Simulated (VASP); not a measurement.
# AlN in VASP: a series of runs, part 2 of 2

VASP 6.6.1. The steps go on from the part before.

**4. Single point, PBE (strain -0.030 along x and y, +0.000 along z)**

Input file INCAR:

```
ALGO     = Normal         # electronic algorithm
EDIFF    = 1E-6           # SCF threshold, eV
ENCUT    = 520            # plane-wave cutoff, eV
GGA      = PE             # functional
ISIF     = 2              # what is computed and relaxed
ISMEAR   = 0              # smearing method
LASPH    = T              # aspherical terms in the spheres
LCHARG   = F              # write CHGCAR
LREAL    = F              # projectors in reciprocal space
LWAVE    = F              # write WAVECAR
NBANDS   = 11             # bands
NELM     = 80             # most SCF steps
PREC     = Accurate       # precision mode
SIGMA    = 0.05           # smearing width, eV
```

Input file KPOINTS:

```
k-points
0
Gamma
  10 10 10
```

Input file POSCAR:

```
AlN
1.0
    0.0000000000      1.9734824600      2.0345180000
    1.9734824600      0.0000000000      2.0345180000
    1.9734824600      1.9734824600      0.0000000000
Al N
1 1
Direct
    0.5000000000      0.5000000000      0.5000000000
    0.0000000000      0.0000000000      0.0000000000
```

Potentials or basis: VASP PAW PBE potentials, release 64 (Al, N).

Run with:

```console
> cat potpaw_PBE.64/Al/POTCAR potpaw_PBE.64/N/POTCAR > POTCAR
> mpirun -np 1 vasp_std > vasp.out
```

OUTCAR:

```text
EDIFF = 1E-6
   ENCUT = 520
   GGA = PE
   ISIF = 2
   ISMEAR = 0
   LASPH = T
   LREAL = F
   NELM = 80
   PREC = Accurate

 ion  position               nearest neighbor table
   1  0.500  0.500  0.500-   2 1.97   2 1.97   2 1.97   2 1.97   2 2.03   2 2.03
   2  0.000  0.000  0.000-   1 1.97   1 1.97   1 1.97   1 1.97   1 2.03   1 2.03

  LATTYP: Found a body centered tetragonal cell.
 ALAT       =     2.7909256600
 C/A-ratio  =     1.4579521262

  Lattice vectors:

 A1 = (  -1.9734824600,   0.0000000000,   2.0345180000)
 A2 = (   1.9734824600,   0.0000000000,   2.0345180000)
 A3 = (   0.0000000000,   1.9734824600,  -2.0345180000)

Analysis of symmetry for initial positions (statically):
=====================================================================
 Subroutine PRICEL returns:
 Original cell was already a primitive cell.

 Routine SETGRP: Setting up the symmetry group for a
 body centered tetragonal supercell.

 Subroutine GETGRP returns: Found 16 space group operations
 (whereof 16 operations were pure point group operations)
 out of a pool of 16 trial point group operations.

The static configuration has the point symmetry D_4h.

Analysis of symmetry for dynamics (positions and initial velocities):
=====================================================================
 Subroutine PRICEL returns:
 Original cell was already a primitive cell.

 Routine SETGRP: Setting up the symmetry group for a
 body centered tetragonal supercell.

 Subroutine GETGRP returns: Found 16 space group operations
 (whereof 16 operations were pure point group operations)
 out of a pool of 16 trial point group operations.

The dynamic configuration has the point symmetry D_4h.

 Subroutine INISYM returns: Found 16 space group operations
 (whereof 16 operations are pure point group operations),
 and found     1 'primitive' translations

----------------------------------------------------------------------------------------

                                     Primitive cell

  volume of cell :      15.8474
[... 112 lines left out ...]
  Thomas-Fermi vector in A             =   2.434520
   LORBIT       =      0    0 simple, 1 ext, 2 COOP (PROOUT), +10 PAW based schemes
   GGA     = PE    functional components
   LHFCALC =     F    Hartree Fock is set to
   AEXX    =    0.0000 exact exchange contribution
   IVDW    =     0    specifies the selected vdW correction
   LEPSILON=     F    determine dielectric tensor
   LRPA    =     F    only Hartree local field effects (RPA)
 non-spin polarized calculation
 Gauss-broadening in eV      SIGMA  =   0.05
  energy-cutoff  :      520.00
  volume of cell :       15.85
 maximum number of plane-waves:       444
 NGX is ok and might be reduce to    24
   NGX = 11   NGY = 11   NGZ = 11

 number of electron       7.9999999 magnetization

 Free energy of the ion-electron system (eV)
  ---------------------------------------------------
  ext. energy  EPLUGINS =         0.00000000
  ---------------------------------------------------
  free energy    TOTEN  =       -14.48297254 eV

  energy without entropy =      -14.48297254  energy(sigma->0) =      -14.48297254

 E-fermi :  10.8833     XC(G=0): -12.4812

 val. band max:       10.6481676723   @ k =   0.0000   0.0000   0.0000
 cond. band min:      15.4403319412   @ k =   0.5000   0.0000   0.5000
 fundamental gap:      4.7921642690
 Fermi energy:        10.8833071082

 k-point     1 :       0.0000    0.0000    0.0000
  band No.  band energies     occupation
      1      -7.4262      2.00000
      2      10.4429      2.00000
      3      10.4429      2.00000
      4      10.6482      2.00000
      5      16.7897      0.00000
      6      22.5468      0.00000
      7      22.9684      0.00000
      8      22.9684      0.00000
      9      28.0859      0.00000
     10      28.1292      0.00000
     11      29.1337      0.00000
[... 309 lines left out ...]
 k-point    24 :       0.4000    0.3000    0.0000
  band No.  band energies     occupation
      1      -4.3937      2.00000
      2       4.4665      2.00000
      3       7.6592      2.00000
      4       8.2627      2.00000
      5      17.0341      0.00000
      6      17.7947      0.00000
      7      23.0095      0.00000
      8      26.9040      0.00000
      9      27.6520      0.00000
     10      32.9960      0.00000
     11      35.8153      0.00000

 [... further k-points ...]
[... 5 lines left out ...]
  --------------------------------------------------------------------------------------
  -------------------------------------------------------------------------------------
  Total        2.1204270      2.1204270      1.0562249      0.0000000      0.0000000      0.0000000
  in kB      214.3758389    214.3758389    106.7846723      0.0000000      0.0000000      0.0000000
  external PRESSURE =     178.5121167 kB  Pullay stress =       0.0000000 kB

 VOLUME and BASIS-vectors are now :
 -----------------------------------------------------------------------------
  energy-cutoff  :      520.00
  volume of cell :       15.85
      direct lattice vectors                 reciprocal lattice vectors
     0.000000000  1.973482460  2.034518000    -0.253359232  0.253359232  0.245758455
     1.973482460  0.000000000  2.034518000     0.253359232 -0.253359232  0.245758455
     1.973482460  1.973482460  0.000000000     0.253359232  0.253359232 -0.245758455

 POSITION                                       TOTAL-FORCE (eV/Angst)
 -----------------------------------------------------------------------------------
      1.97348      1.97348      2.03452         0.000000     -0.000000      0.000000
      0.00000      0.00000      0.00000        -0.000000      0.000000     -0.000000
 -----------------------------------------------------------------------------------
    total drift:                                0.000000     -0.000000     -0.000000

  FREE ENERGIE OF THE ION-ELECTRON SYSTEM (eV)
  ---------------------------------------------------
  free  energy   TOTEN  =       -14.4829725398 eV

  energy  without entropy=      -14.4829725398  energy(sigma->0) =      -14.48297254
```

It took 7.7 s on 1 thread of AMD EPYC 9R45 (Zen 5), shared host; peak memory 0.11 GiB.

What came out:

```
Free energy            : -14.4830 eV
Pressure               : 17.9 GPa
Band gap on the k mesh : 4.79 eV, indirect (least direct gap 6.14 eV)
```

Caveat: the cell differs from its parent crystal (strain -0.030 along x and y, +0.000 along z). A k mesh can miss the band edges.

**5. The runs side by side**

| cell | gap on the mesh (eV) | pressure (GPa) |
| --- | --- | --- |
| a = 2.920 Å, angles 60.0°, 2 atoms | 4.01 | -10.3 |
| a = 2.964 Å, angles 60.0°, 2 atoms | 3.62 | -18.7 |
| a = 2.834, b = 2.834, c = 2.791 Å, angles 60.5, 60.5, 59.0°, 2 atoms | 4.79 | 17.9 |

Alike in all rows: task single point; level PBE; potentials or basis VASP PAW PBE potentials, release 64 (Al, N); no spin polarisation; k mesh 10 × 10 × 10; cutoff (eV) 520; smearing gaussian 0.05 eV.

Absolute energies hang on the potentials; compare differences alone.
